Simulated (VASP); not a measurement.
Wanted: the native input for a VASP 6.6.1 run.

| Quantity | Value |
| --- | --- |
| Task | single point |
| Functional | PBEsol |
| Potentials or basis | VASP PAW PBE potentials, release 64 (Fe, O) |
| Cutoff | 520 eV |
| k mesh | 8 × 8 × 4 |
| Occupations | methfessel-paxton, width 0.1 eV |
| Spin | collinear spin, antiferromagnetic start |
| Starting moments | [3.5, -3.5, 0.0, 0.0] μB |
| Dipole correction | no |
| Further INCAR settings | ALGO = Normal; EDIFF = 1e-06; NBANDS = 26 |

The structure of FeO lies in POSCAR:

```
FeO
1.0
    2.6281660000     -1.6021040000      0.0000000000
    2.6281660000      1.6021040000      0.0000000000
   -1.3498300000      0.0000000000      5.0800590000
Fe O
2 2
Direct
    0.5000000000      0.5000000000      0.5000000000
    0.0000000000      0.0000000000      0.0000000000
    0.7500000000      0.7500000000      0.2500000000
    0.2500000000      0.2500000000      0.7500000000
```

One way to write it, as run:

INCAR

```
  ALGO = Normal
  EDIFF = 1E-6
  ENCUT = 520
  GGA = PS
  ISIF = 2
  ISMEAR = 1
  ISPIN = 2
  LASPH = T
  LCHARG = F
  LMAXMIX = 4
  LORBIT = 11
  LREAL = F
  LWAVE = F
  MAGMOM = 3.5 -3.5 0 0
  NBANDS = 26
  NELM = 150
  PREC = Accurate
  SIGMA = 0.1
```

KPOINTS

```
k-points
0
Gamma
  8 8 4
```

Potentials or basis: VASP PAW PBE potentials, release 64 (Fe, O).

Run with:

```sh
$ cat potpaw_PBE.64/Fe/POTCAR potpaw_PBE.64/O/POTCAR > POTCAR
$ mpirun -np 1 vasp_std > vasp.out
```

Results of the run:

```yaml
Pressure: -17.3 GPa
Band_gap_on_the_k_mesh: zero (filled and empty bands overlap)
Net_moment: 0.00 μB per cell
Site_moments: Fe +3.44, -3.44; O +0.00 μB
Valence_electrons_inside_the_program's_atomic_spheres: Fe 6.69; O 4.93
```

Caveat: the cell stands under tension; the PAW data sets were made with another functional, which shifts forces and pressure a little; semilocal functionals often make such compounds metallic where correlation or magnetic order opens a gap, which also shifts bond lengths.

It took 2.2 min on 1 thread of Intel(R) Xeon(R) Platinum 8124M CPU @ 3.00GHz (Skylake/Cascade Lake) (shared host), peak memory 0.26 GiB.
